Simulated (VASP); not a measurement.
Si16Ge (a cell with a defect): single point with PBE

Crystal: Si16Ge (a cell with a defect).

```
CELL_PARAMETERS angstrom
0.00000 5.43000 5.43000
5.43000 0.00000 5.43000
5.43000 5.43000 0.00000
ATOMIC_POSITIONS crystal
Si 0.00970 0.96999 0.01012
Si 0.11605 0.12375 0.11648
Si 0.97372 0.00965 0.50830
Si 0.11605 0.12375 0.64365
Si 0.99837 0.49451 0.99879
Si 0.13424 0.59640 0.13464
Si 0.99835 0.49452 0.50826
Si 0.11373 0.63092 0.62764
Si 0.50787 0.00968 0.97419
Si 0.64324 0.12376 0.11646
Si 0.50782 0.00969 0.50817
Si 0.61057 0.16724 0.61104
Si 0.50786 0.49455 0.99875
Si 0.62722 0.63095 0.11415
Si 0.48820 0.53443 0.48863
Si 0.62720 0.63097 0.62758
Ge 0.35509 0.93356 0.35560
```

| Item | Value |
| --- | --- |
| Program | VASP 6.6.1 |
| Task | single point |
| Functional | PBE |
| Potentials or basis | VASP PAW PBE potentials, release 64 (Si, Ge_d) |
| Cutoff | 520 eV |
| k mesh | 2 × 2 × 2 |
| Occupations | fermi-dirac, width 0.02 eV |
| Spin | no spin polarisation |

* Pressure: 6.4 GPa
* Largest force: 0.372 eV/Å
* Band gap on the k mesh: zero (band 39 reaches 6.96 eV, above the bottom of band 40 at 6.75 eV)

Forces in eV/Å, atoms in the order of the input:
```
Si  -0.003  0.003 -0.004
Si   0.072  0.081  0.072
Si   0.041 -0.041  0.117
Si  -0.081 -0.073  0.072
Si   0.033  0.000  0.033
Si   0.067 -0.067  0.067
Si   0.000 -0.033  0.032
Si   0.000  0.000 -0.045
Si   0.116 -0.041  0.040
Si   0.073 -0.073 -0.082
Si   0.040 -0.116  0.040
Si  -0.023  0.024 -0.022
Si   0.032 -0.032 -0.001
Si  -0.045 -0.001  0.000
Si  -0.107  0.107 -0.107
Si   0.000  0.045  0.001
Ge  -0.215  0.215 -0.214
```

Stress tensor (GPa, compression positive):
```
 6.39  0.36 -0.36
 0.36  6.39  0.36
-0.36  0.36  6.39
```

Levels at points of the mesh, in eV from the Fermi level:
```csv
k point,band 37,band 38,band 39,band 40,band 41,band 42
"(0.00, 0.00, 0.00)",-0.73,-0.73,-0.45,-0.18,-0.18,0.03
"(0.50, 0.00, 0.00)",-1.50,-1.36,-0.25,0.28,0.71,0.78
"(0.00, 0.50, 0.00)",-1.45,-1.45,-0.34,0.40,0.40,1.03
"(0.00, 0.00, 0.50)",-1.50,-1.36,-0.25,0.28,0.71,0.78
"(0.50, 0.50, 0.50)",-1.50,-1.36,-0.25,0.28,0.71,0.78
"(0.50, 0.50, 0.00)",-1.89,-1.22,0.03,0.60,1.06,1.14
"(0.00, 0.50, 0.50)",-1.89,-1.23,0.03,0.60,1.06,1.14
"(0.50, 0.00, 0.50)",-1.89,-1.23,0.03,0.60,1.06,1.14
```

Run time: 4.7 min on 1 thread of Intel Xeon 6975P-C, on a shared host, peak memory 0.5 GiB.

Caveat: the k points lie up to 0.50 Å⁻¹ apart.
